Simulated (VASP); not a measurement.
## C: single point with PBE

C:

```
CELL_PARAMETERS angstrom
2.51996 0.00000 0.00000
-1.25998 2.18235 0.00000
0.00000 0.00000 10.36619
ATOMIC_POSITIONS crystal
C 0.33333 0.66667 0.12435
C 0.33333 0.66667 0.52522
C 0.66667 0.33333 0.72659
C 0.00000 0.00000 0.92542
C 0.66667 0.33333 0.32352
C 0.33333 0.66667 0.67648
C 0.00000 0.00000 0.07458
C 0.66667 0.33333 0.87565
C 0.33333 0.66667 0.27341
C 0.66667 0.33333 0.47478
```

| Quantity | Value |
| --- | --- |
| Program | VASP 6.6.1 |
| Task | single point |
| Functional | PBE |
| Potentials or basis | VASP PAW PBE potentials, release 64 (C) |
| Cutoff | 600 eV |
| k mesh | 6 × 6 × 2 |
| Occupations | gaussian, width 0.1 eV |
| Spin | no spin polarisation |

```yaml
Pressure: 0.0 GPa
Largest_force: 0.007 eV/Å
Band_gap_on_the_k_mesh: 4.36 eV, indirect (least direct gap 5.30 eV)
```

Forces in eV/Å, atoms in the order of the input:
```
C    0.000  0.000  0.001
C    0.000  0.000  0.005
C    0.000  0.000 -0.001
C    0.000  0.000  0.001
C    0.000  0.000  0.007
C    0.000  0.000 -0.007
C    0.000  0.000 -0.001
C    0.000  0.000 -0.001
C    0.000  0.000  0.001
C    0.000  0.000 -0.005
```

Stress tensor (GPa, compression positive):
```
 0.00  0.00  0.00
 0.00  0.00  0.00
 0.00  0.00 -0.11
```

Levels at points of the mesh, in eV from the valence-band top:
```
           k point  band 16  band 17  band 18  band 19  band 20  band 21  band 22  band 23  band 24  band 25
(0.00, 0.00, 0.00)    -1.33    -1.33    -0.18     0.00     0.00     5.30     5.30     5.48     6.94     6.94
(0.50, 0.00, 0.00)    -5.40    -4.94    -3.41    -3.38    -3.38     4.58     5.44     5.49     5.82     7.27
(0.00, 0.00, 0.50)    -1.82    -0.52    -0.52    -0.38    -0.38     5.70     5.70     6.04     6.04     6.30
(0.50, 0.00, 0.50)    -4.81    -4.42    -4.41    -3.75    -2.93     4.79     4.86     5.24     6.57     6.59
```

Wall time 13 s on 1 thread of Intel(R) Xeon(R) 6975P-C (Granite Rapids), with other jobs on the host, peak memory 0.16 GiB.

Caveat: the k points lie up to 0.48 Å⁻¹ apart. A k mesh can miss the band edges.
